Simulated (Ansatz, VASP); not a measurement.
Mo in VASP and in Ansatz

The input INCAR:

```
PREC     = Accurate       # precision mode
ENCUT    = 520            # plane-wave cutoff, eV
EDIFF    = 1E-6           # SCF threshold, eV
ISMEAR   = 0              # smearing method
SIGMA    = 0.15           # smearing width, eV
LREAL    = False          # projectors in reciprocal space
LASPH    = True           # aspherical terms in the spheres
NELM     = 60             # most SCF steps
ALGO     = Fast           # electronic algorithm
ISIF     = 2              # what is computed and relaxed
LWAVE    = False          # write WAVECAR
LCHARG   = False          # write CHGCAR
GGA      = PE             # functional
NBANDS   = 13             # bands
```

Contents of KPOINTS:

```
Automatic mesh
0
Gamma
  20 20 20
```

File POSCAR:

```
Mo
1.0
   -1.4143093736      1.5723327673      1.7540596701
    1.4143093736     -1.5723327673      1.7540596701
    1.4143093736      1.5723327673     -1.7540596701
Mo
1
Direct
    0.0000000000      0.0000000000      0.0000000000
```

Input for Ansatz:

```yaml
crystal:
  lattice:
    - [-1.4143093736, 1.5723327673, 1.7540596701]
    - [1.4143093736, -1.5723327673, 1.7540596701]
    - [1.4143093736, 1.5723327673, -1.7540596701]
  atoms:
    - { symbol: Mo, position: [0.0, 0.0, 0.0] }
basis:
  ecutwfc: 420
kpoints:
  mp_grid: { grid: [20, 20, 20] }
hamiltonian:
  xc: pbe
  pseudopotentials: { kind: paw, azcp: { folder: soft_1 } }
scf:
  occupations: { method: gaussian, width: 0.15 }
output:
  forces: true
  stress: true
  eigenvalues: true
```

Change from the starting cell: strain +e along x and -e along y -0.0500, strain +e along z and -e/2 along x and y +0.1100.

Alike in both runs: task single point; functional PBE; k mesh 20 × 20 × 20; occupations gaussian, width 0.15 eV; no spin polarisation.

|  | VASP | Ansatz |
| --- | --- | --- |
| version | VASP 6.6.1 | Ansatz 0.2.0 |
| potentials or method | VASP PAW PBE potentials, release 64 (Mo_sv), cutoff 520 eV | scalar-relativistic, plane waves, PAW |
| valence electrons in the cell | 14 | 14 |

```csv
,VASP,Ansatz,Ansatz less VASP
gap on the k mesh at the Fermi level (eV),none,none,-
pressure (GPa),7.1,6.6,-0.51
"traceless stress, the component that is largest in VASP (GPa)",18.12,18.08,-0.040
```

A gap of «none» marks a metal or a gap that the smearing closes.
